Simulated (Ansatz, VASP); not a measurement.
CuO in VASP and in Ansatz

The input INCAR:

```
ALGO = Normal ; EDIFF = 1E-6
ENCUT = 820 ; GGA = PS
GGA_COMPAT = False ; ISIF = 2
ISMEAR = 0 ; LASPH = True
LCHARG = True ; LELF = True
LREAL = False ; LVHAR = True
LWAVE = False ; NBANDS = 33
NELM = 120 ; PREC = Accurate
SIGMA = 0.1
```

KPOINTS

```
k-points
0
Gamma
  4 4 2
```

The input POSCAR:

```
CuO
1.0
    1.9909680000     -2.1535500000      0.0000000000
    1.9909680000      2.1535500000      0.0000000000
    0.0000000000      0.0000000000      5.1559280000
Cu O
2 2
Direct
    0.0000000000      0.5000000000      0.0000000000
    0.5000000000      0.0000000000      0.5000000000
    0.5000000000      0.5000000000      0.2500000000
    0.5000000000      0.5000000000      0.7500000000
```

Input for Ansatz:

```yaml
crystal:
  lattice:
    - [1.990968, -2.15355, 0.0]
    - [1.990968, 2.15355, 0.0]
    - [0.0, 0.0, 5.155928]
  atoms:
    - { symbol: Cu, position: [0.0, 0.5, 0.0] }
    - { symbol: Cu, position: [0.5, 0.0, 0.5] }
    - { symbol: O, position: [0.5, 0.5, 0.25] }
    - { symbol: O, position: [0.5, 0.5, 0.75] }
basis:
  ecutwfc: 420
kpoints:
  mp_grid: { grid: [4, 4, 2] }
hamiltonian:
  xc: pbesol
scf:
  occupations: { method: gaussian, width: 0.1 }
output:
  forces: true
  stress: true
  eigenvalues: true
```

Alike in both runs: task single point; functional PBEsol; k mesh 4 × 4 × 2; occupations gaussian, width 0.1 eV; no spin polarisation.

```csv
,VASP,Ansatz
version,VASP 6.6.1,Ansatz 0.2.0
potentials or method,"VASP PAW PBE potentials, release 64 (Cu_sv_GW, O), cutoff 820 eV","scalar-relativistic, plane waves, PAW"
valence electrons in the cell,50,50
```

|  | VASP | Ansatz | Ansatz less VASP |
| --- | --- | --- | --- |
| gap on the k mesh at the Fermi level (eV) | none | none | - |
| pressure (GPa) | -6.9 | -6.2 | +0.74 |
| traceless stress, the component that is largest in VASP (GPa) | -2.69 | -2.73 | -0.045 |

VASP's potentials were made for PBE, not for PBEsol. A gap of «none» marks a metal or a gap that the smearing closes.

The k mesh is coarse, so the values compare programs but aren't converged.
